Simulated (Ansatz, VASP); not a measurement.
ZnO in VASP and in Ansatz

File INCAR:

```
SYSTEM = ZnO
PREC = Accurate
ENCUT = 520
EDIFF = 1E-6
ISMEAR = -1
SIGMA = 0.02
LREAL = .False.
LASPH = .True.
NELM = 80
ALGO = Normal
ISIF = 2
LWAVE = .False.
LCHARG = .True.
GGA = PE
LELF = .True.
LVHAR = .True.
NBANDS = 26
```

File KPOINTS:

```
regular mesh
0
Gamma
  12 12 6
  0 0 0
```

POSCAR

```
ZnO
1.0
    3.1706340523      0.0000000000      0.0000000000
   -1.5853170261      2.7458496354      0.0000000000
    0.0000000000      0.0000000000      5.1067328084
Zn O
2 2
Direct
    0.3333333333      0.6666666667     -0.0023477531
    0.6666666667      0.3333333333      0.4976522469
    0.3333333333      0.6666666667      0.3773477531
    0.6666666667      0.3333333333      0.8773477531
```

Input for Ansatz:

```yaml
crystal:
  lattice:
    - [3.1706340523, 0.0, 0.0]
    - [-1.5853170261, 2.7458496354, 0.0]
    - [0.0, 0.0, 5.1067328084]
  atoms:
    - { symbol: Zn, position: [0.3333333333, 0.6666666667, -0.0023477531] }
    - { symbol: Zn, position: [0.6666666667, 0.3333333333, 0.4976522469] }
    - { symbol: O, position: [0.3333333333, 0.6666666667, 0.3773477531] }
    - { symbol: O, position: [0.6666666667, 0.3333333333, 0.8773477531] }
kpoints:
  mp_grid: { grid: [12, 12, 6] }
  band_path:
    path:
      - [0.0, 0.0, 0.0]
      - [0.5, 0.0, 0.0]
      - [0.3333333333, 0.3333333333, 0.0]
      - [0.0, 0.0, 0.5]
      - [0.5, 0.0, 0.5]
      - [0.3333333333, 0.3333333333, 0.5]
    npoints: 1
hamiltonian:
  xc: pbe
scf:
  occupations: { method: fermi_dirac, width: 0.02 }
  n_extra_bands: 5
output:
  forces: true
  stress: true
  eigenvalues: true
```

Change from the starting cell: hydrostatic strain -2.0%.

Alike in both runs: task single point; functional PBE; k mesh 12 × 12 × 6; occupations fermi-dirac, width 0.02 eV; no spin polarisation.

|  | VASP | Ansatz |
| --- | --- | --- |
| version | VASP 6.6.1 | Ansatz 0.2.0 |
| potentials or method | VASP PAW PBE potentials, release 64 (Zn, O) | plane waves, PAW |
| plane-wave cutoff (eV) | 520 | 420 |
| valence electrons in the cell | 36 | 36 |

```csv
,VASP,Ansatz,Ansatz less VASP
gap on the k mesh at the Fermi level (eV),0.88,0.89,+0.012
pressure (GPa),18.2,16.8,-1.48
rms of the force components (eV/Å),0.004,0.003,-0.0008
```

Atom by atom the forces differ by 0.001 eV/Å (rms over components).
